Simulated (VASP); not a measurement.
MnO: single point with PBE+U

MnO:

```xyz
4
Lattice="0.0000 2.2696 2.2696 2.2696 0.0000 2.2696 4.4802 4.4802 0.0590" Properties=species:S:1:pos:R:3 pbc="T T T"
Mn    0.0000    0.0000    0.0000
Mn    2.2401    2.2401    0.0295
O     2.2548    2.2548    2.2844
O     4.4949    4.4949    2.3139
```

```yaml
Program: VASP 6.6.1
Task: single point
Functional: PBE
Potentials_or_basis: VASP PAW PBE potentials, release 64 (Mn_pv, O)
Cutoff: 520 eV
k_mesh: 12 × 12 × 6
Occupations: gaussian, width 0.05 eV
Spin: collinear spin, antiferromagnetic start
Starting_moments: "[4.7, -4.7, 0.0, 0.0] μB"
Hubbard_terms: Mn d U = 3.9 eV
Dipole_correction: no
Further_INCAR_settings: ALGO = Normal; EDIFF = 1e-07; NBANDS = 31
```

```json
{"Pressure": "-1.5 GPa", "Band gap on the k mesh": "1.62 eV", "Net moment": "0.00 μB per cell", "Site moments": "Mn +4.58, -4.58; O +0.00 μB", "Valence electrons inside the program's atomic spheres": "Mn 11.31; O 4.99"}
```

Levels at points of the mesh, in eV from the valence-band top:
Spin up:
```tsv
k point	band 17	band 18	band 19	band 20	band 21	band 22
(0.00, 0.00, 0.00)	-1.47	-0.56	-0.56	1.62	4.74	4.81
(0.50, 0.00, 0.00)	-2.00	-0.36	-0.28	3.90	5.52	5.56
(0.00, 0.00, 0.50)	-2.08	0.00	0.00	3.84	4.00	4.75
(0.50, 0.00, 0.50)	-1.82	-0.57	-0.26	3.70	5.33	5.65
```
Spin down:
| k point | band 15 | band 16 | band 17 | band 18 | band 19 | band 20 | band 21 | band 22 | band 23 | band 24 |
| --- | --- | --- | --- | --- | --- | --- | --- | --- | --- | --- |
| (0.00, 0.00, 0.00) | -1.58 | -1.58 | -1.47 | -0.56 | -0.56 | 1.62 | 4.74 | 4.81 | 4.81 | 5.45 |
| (0.50, 0.00, 0.00) | -2.48 | -2.37 | -2.00 | -0.36 | -0.28 | 3.90 | 5.52 | 5.56 | 5.67 | 5.90 |
| (0.00, 0.00, 0.50) | -2.22 | -2.22 | -2.08 | 0.00 | 0.00 | 3.84 | 4.00 | 4.75 | 4.75 | 4.94 |
| (0.50, 0.00, 0.50) | -2.67 | -2.37 | -1.82 | -0.57 | -0.26 | 3.70 | 5.33 | 5.65 | 5.69 | 5.90 |

Eigenvalues of the final occupation matrices:
| site | spin | trace | eigenvalues |
| --- | --- | --- | --- |
| site 1 d | 1 | 4.75 | 0.94 0.94 0.94 0.97 0.97 |
| site 1 d | 2 | 0.21 | 0.02 0.02 0.02 0.08 0.08 |
| site 2 d | 1 | 0.21 | 0.02 0.02 0.02 0.08 0.08 |
| site 2 d | 2 | 4.75 | 0.94 0.94 0.94 0.97 0.97 |

Wall time 110 s on 1 thread of Intel(R) Xeon(R) 6975P-C (Granite Rapids) (shared host), peak memory 0.32 GiB.

A k mesh can miss the band edges. The state reached can hang on the start; a lower one may exist.
